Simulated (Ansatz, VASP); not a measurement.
**Two plane-wave programs on KTlCr2F6**

POSCAR

```
KTlCr2F6
1.0
    0.0000000000      4.1112300000      4.1112300000
    4.1112300000      0.0000000000      4.1112300000
    4.1112300000      4.1112300000      0.0000000000
F K Cr Tl
6 1 2 1
Direct
    0.7650000000      0.2350000000      0.2350000000
    0.2350000000      0.7650000000      0.2350000000
    0.2350000000      0.7650000000      0.7650000000
    0.7650000000      0.2350000000      0.7650000000
    0.2350000000      0.2350000000      0.7650000000
    0.7650000000      0.7650000000      0.2350000000
    0.5000000000      0.5000000000      0.5000000000
    0.2500000000      0.2500000000      0.2500000000
    0.7500000000      0.7500000000      0.7500000000
    0.0000000000      0.0000000000      0.0000000000
```

File INCAR.step1:

```
ALGO = Normal ; EDIFF = 1E-4
ENCUT = 520 ; GGA = PE
ISMEAR = -1 ; LASPH = T
LCHARG = F ; LREAL = F
LWAVE = T ; NBANDS = 55
NELM = 60 ; PREC = Accurate
SIGMA = 0.0699
```

File INCAR.step2:

```
ALGO = Normal ; EDIFF = 1E-6
ENCUT = 520 ; ISIF = 2
ISMEAR = -1 ; ISTART = 1
LASPH = T ; LCHARG = F
LMIXTAU = T ; LREAL = F
LWAVE = F ; METAGGA = R2SCAN
NBANDS = 55 ; NELM = 60
PREC = Accurate ; SIGMA = 0.0699
```

Contents of KPOINTS:

```
k-points
0
Gamma
  4 4 4
```

Input for Ansatz:

```yaml
crystal:
  lattice:
    - [0.0, 4.11123, 4.11123]
    - [4.11123, 0.0, 4.11123]
    - [4.11123, 4.11123, 0.0]
  atoms:
    - { symbol: F, position: [0.765, 0.235, 0.235] }
    - { symbol: F, position: [0.235, 0.765, 0.235] }
    - { symbol: F, position: [0.235, 0.765, 0.765] }
    - { symbol: F, position: [0.765, 0.235, 0.765] }
    - { symbol: F, position: [0.235, 0.235, 0.765] }
    - { symbol: F, position: [0.765, 0.765, 0.235] }
    - { symbol: K, position: [0.5, 0.5, 0.5] }
    - { symbol: Cr, position: [0.25, 0.25, 0.25] }
    - { symbol: Cr, position: [0.75, 0.75, 0.75] }
    - { symbol: Tl, position: [0.0, 0.0, 0.0] }
  symmetry: { tolerance: 0.0003 }
kpoints:
  mp_grid: { grid: [4, 4, 4], shift: [0, 0, 0] }
magnetization:
  spin_polarized: false
scf:
  occupations: { method: fermi_dirac, width: 0.0699 }
  convergence: { dr2_threshold: 1.0e-06 }
hamiltonian:
  pseudopotentials: { kind: paw }
  xc: r2scan
basis:
  ecutwfc: 500
output:
  forces: true
  stress: true
  eigenvalues: true
```

Alike in both runs: task single point; functional r2SCAN; k mesh 4 × 4 × 4; occupations fermi-dirac, width 0.0699 eV; no spin polarisation.

```csv
,VASP,Ansatz
version,VASP 6.6.1,Ansatz 0.2.0
potentials or method,"VASP PAW PBE potentials, release 64 (F, K_sv, Cr_pv, Tl_d), cutoff 520 eV",PAW plane waves
valence electrons in the cell,88,92
```

```csv
,VASP,Ansatz,Ansatz less VASP
gap on the k mesh at the Fermi level (eV),none,none,-
rms of the force components (eV/Å),1.721,1.685,-0.0356
```

VASP's potentials were made for PBE, not for r2SCAN. Atom by atom the forces differ by 0.036 eV/Å (rms over components). A gap of «none» marks a metal or a gap that the smearing closes. VASP's potentials hold 88 valence electrons a cell and Ansatz's 92, so a difference there can come from the potentials and not from the codes. Ansatz's warnings: force scf threshold loose, stress scf threshold loose.

Spin-orbit coupling is off throughout.
